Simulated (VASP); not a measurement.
# ZnS (x) (F-43m) in VASP: single point with PBEsol

Aim: the single point of ZnS (x) with PBEsol.

Program: VASP 6.6.1. These are calculated values, not measurements. Logs are shortened: lines on timing, memory, paths and dates and some standing lists are left out, and cuts for length are marked.

## 1. The cell of the first run

It takes space group F-43m (No. 216, cubic). Conventional cell: a = 5.410 Å, b = 5.410 Å, c = 5.410 Å, α = 90.00°, β = 90.00°, γ = 90.00°. Zn (site symmetry -43m) has 4 S at 2.34 Å within 3.1 Å. Within 3.1 Å of S (site symmetry -43m) lie 4 Zn at 2.34 Å.

## 2. Single point, PBEsol

File INCAR:

```
SYSTEM = ZnS
PREC = Accurate
ENCUT = 500
EDIFF = 1E-6
ISMEAR = 0
SIGMA = 0.01
LREAL = .FALSE.
LASPH = .TRUE.
NELM = 120
ALGO = Normal
ISIF = 2
LWAVE = .FALSE.
LCHARG = .TRUE.
GGA = PS
LELF = .TRUE.
LVHAR = .TRUE.
NBANDS = 16
GGA_COMPAT = .FALSE.
```

File KPOINTS:

```
Automatic mesh
0
G
  8 8 8
  0 0 0
```

File POSCAR:

```
ZnS
1.0
    0.0000000000      2.7050000000      2.7050000000
    2.7050000000      0.0000000000      2.7050000000
    2.7050000000      2.7050000000      0.0000000000
Zn S
1 1
Direct
    0.0000000000      0.0000000000      0.0000000000
    0.2500000000      0.2500000000      0.2500000000
```

Potentials or basis: VASP PAW PBE potentials, release 64 (Zn, S).

On the command line:

```sh
> cat potpaw_PBE.64/Zn/POTCAR potpaw_PBE.64/S/POTCAR > POTCAR
> mpirun -np 1 vasp_std > vasp.out
```

OUTCAR:

```text
SYSTEM = ZnS
   PREC = Accurate
   ENCUT = 500
   EDIFF = 1E-6
   ISMEAR = 0
   LREAL = .FALSE.
   LASPH = .TRUE.
   NELM = 120
   ISIF = 2
   GGA = PS

 ion  position               nearest neighbor table
   1  0.000  0.000  0.000-   2 2.34   2 2.34   2 2.34   2 2.34
   2  0.250  0.250  0.250-   1 2.34   1 2.34   1 2.34   1 2.34

  LATTYP: Found a face centered cubic cell.
 ALAT       =     5.4100000000

  Lattice vectors:

 A1 = (   0.0000000000,   2.7050000000,   2.7050000000)
 A2 = (   2.7050000000,   0.0000000000,   2.7050000000)
 A3 = (   2.7050000000,   2.7050000000,   0.0000000000)

Analysis of symmetry for initial positions (statically):
=====================================================================
 Subroutine PRICEL returns:
 Original cell was already a primitive cell.

 Routine SETGRP: Setting up the symmetry group for a
 face centered cubic supercell.

 Subroutine GETGRP returns: Found 24 space group operations
 (whereof 24 operations were pure point group operations)
 out of a pool of 48 trial point group operations.

The static configuration has the point symmetry T_d .

Analysis of symmetry for dynamics (positions and initial velocities):
=====================================================================
 Subroutine PRICEL returns:
 Original cell was already a primitive cell.

 Routine SETGRP: Setting up the symmetry group for a
 face centered cubic supercell.

 Subroutine GETGRP returns: Found 24 space group operations
 (whereof 24 operations were pure point group operations)
 out of a pool of 48 trial point group operations.

The dynamic configuration has the point symmetry T_d .

 Subroutine INISYM returns: Found 24 space group operations
 (whereof 24 operations are pure point group operations),
 and found     1 'primitive' translations

----------------------------------------------------------------------------------------

                                     Primitive cell

  volume of cell :      39.5851

  direct lattice vectors                    reciprocal lattice vectors
     0.000000000  2.705000000  2.705000000    -0.184842884  0.184842884  0.184842884
     2.705000000  0.000000000  2.705000000     0.184842884 -0.184842884  0.184842884
     2.705000000  2.705000000  0.000000000     0.184842884  0.184842884 -0.184842884
[... 74 lines left out ...]
 SYSTEM =  ZnS
   PREC   = accura    normal or accurate (medium, high low for compatibility)
   ISTART =      0    job   : 0-new  1-cont  2-samecut
   ICHARG =      2    charge: 1-file 2-atom 10-const
   ISPIN  =      1    spin polarized calculation?
   LNONCOLLINEAR =      F non collinear calculations
   LSORBIT =      F    spin-orbit coupling
   LASPH  =      T    aspherical Exc in radial PAW
   ENCUT  =  500.0 eV  36.75 Ry    6.06 a.u.   6.97  6.97  6.97*2*pi/ulx,y,z
   NELM   =    120;   NELMIN=  2; NELMDL= -5     # of ELM steps
   EDIFF  = 0.1E-05   stopping-criterion for ELM
   LREAL  =      F    real-space projection
   EDIFFG = 0.1E-04   stopping-criterion for IOM
   NSW    =      0    number of steps for IOM
   IBRION =     -1    ionic relax: 0-MD 1-quasi-New 2-CG
   NFREE  =      0    steps in history (QN), initial steepest desc. (CG)
   ISIF   =      2    stress and relaxation
   ISYM   =      2    0-nonsym 1-usesym 2-fastsym
   POTIM  = 0.5000    time-step for ionic-motion
   TEBEG  =    0.0;   TEEND  =   0.0 temperature during run
   PSTRESS=    0.0 pullay stress
   NELECT =      18.0000    total number of electrons
   NUPDOWN=      -1.0000    fix difference up-down
   EMIN   =  10.00;   EMAX   =-10.00  energy-range for DOS
   EFERMI =   0.00;   METHOD = LEGACY
   ISMEAR =     0;   SIGMA  =   0.01  broadening in eV -4-tet -1-fermi 0-gaus
   EFERMI_NEDOS =   21; number of points for ismear=-14 and -15
   IALGO  =     38    algorithm
   IMIX   =      4    mixing-type and parameters
     AMIX     =   0.40;   BMIX     =  1.00
     AMIX_MAG =   1.60;   BMIX_MAG =  1.00
  volume/ion in A,a.u.               =      19.79       133.57
  Fermi-wavevector in a.u.,A,eV,Ry     =   1.258892  2.378961 21.562629  1.584809
  Thomas-Fermi vector in A             =   2.392479
   LORBIT       =      0    0 simple, 1 ext, 2 COOP (PROOUT), +10 PAW based schemes
   GGA     = PS    functional components
   LHFCALC =     F    Hartree Fock is set to
   AEXX    =    0.0000 exact exchange contribution
   IVDW    =     0    specifies the selected vdW correction
   LEPSILON=     F    determine dielectric tensor
   LRPA    =     F    only Hartree local field effects (RPA)
 non-spin polarized calculation
 Gauss-broadening in eV      SIGMA  =   0.01
  energy-cutoff  :      500.00
  volume of cell :       39.59
 maximum number of plane-waves:      1036
   NGX = 13   NGY = 13   NGZ = 13

 number of electron      17.9999998 magnetization

 Free energy of the ion-electron system (eV)
  ---------------------------------------------------
  ext. energy  EPLUGINS =         0.00000000
  ---------------------------------------------------
  free energy    TOTEN  =        -7.58179123 eV

  energy without entropy =       -7.58179123  energy(sigma->0) =       -7.58179123

 E-fermi :   2.0696     XC(G=0):  -9.8343

 val. band max:        1.9823657018   @ k =   0.0000   0.0000   0.0000
 cond. band min:       3.9455323877   @ k =   0.0000   0.0000   0.0000
 fundamental gap:      1.9631666859
 Fermi energy:         2.0696307747

 k-point     1 :       0.0000    0.0000    0.0000
  band No.  band energies     occupation
      1     -11.1493      2.00000
      2      -4.3756      2.00000
      3      -4.3756      2.00000
      4      -4.3756      2.00000
      5      -3.8803      2.00000
      6      -3.8803      2.00000
[... 433 lines left out ...]
      3      -4.1927      2.00000
      4      -3.9366      2.00000
      5      -3.8682      2.00000
      6      -3.6107      2.00000
[... 8 lines left out ...]
     15      15.3226      0.00000
     16      16.1801      0.00000

 [... further k-points ...]
[... 5 lines left out ...]
  --------------------------------------------------------------------------------------
  -------------------------------------------------------------------------------------
  Total       -0.5014977     -0.5014977     -0.5014977      0.0000000     -0.0000000      0.0000000
  in kB      -20.2977405    -20.2977405    -20.2977405      0.0000000     -0.0000000      0.0000000
  external PRESSURE =     -20.2977405 kB  Pullay stress =       0.0000000 kB

 VOLUME and BASIS-vectors are now :
 -----------------------------------------------------------------------------
  energy-cutoff  :      500.00
  volume of cell :       39.59
      direct lattice vectors                 reciprocal lattice vectors
     0.000000000  2.705000000  2.705000000    -0.184842884  0.184842884  0.184842884
     2.705000000  0.000000000  2.705000000     0.184842884 -0.184842884  0.184842884
     2.705000000  2.705000000  0.000000000     0.184842884  0.184842884 -0.184842884

 POSITION                                       TOTAL-FORCE (eV/Angst)
 -----------------------------------------------------------------------------------
      0.00000      0.00000      0.00000        -0.000000     -0.000000     -0.000000
      1.35250      1.35250      1.35250         0.000000      0.000000      0.000000
 -----------------------------------------------------------------------------------
    total drift:                                0.000000      0.000000      0.000001

  FREE ENERGIE OF THE ION-ELECTRON SYSTEM (eV)
  ---------------------------------------------------
  free  energy   TOTEN  =        -7.5817912265 eV

  energy  without entropy=       -7.5817912265  energy(sigma->0) =       -7.58179123
```

Wall time 23 s (1 thread of Intel Xeon Platinum 8488C (Sapphire Rapids), shared host); peak memory 0.15 GiB.

Results:

```
Free energy            : -7.5818 eV
Pressure               : -2.0 GPa
Band gap on the k mesh : 1.96 eV, direct
```

Levels at points of the mesh, in eV from the valence-band top:
| k point | band 6 | band 7 | band 8 | band 9 | band 10 | band 11 | band 12 | band 13 |
| --- | --- | --- | --- | --- | --- | --- | --- | --- |
| (0.00, 0.00, 0.00) | -5.86 | 0.00 | 0.00 | 0.00 | 1.96 | 6.31 | 6.31 | 6.31 |
| (0.50, 0.00, 0.00) | -5.66 | -5.34 | -0.87 | -0.87 | 3.19 | 6.83 | 6.83 | 8.69 |
| (0.50, 0.50, 0.00) | -5.65 | -4.60 | -2.24 | -2.24 | 3.25 | 3.97 | 10.81 | 11.85 |

Caveat: the PAW data sets were made with another functional, which shifts forces and pressure a little.
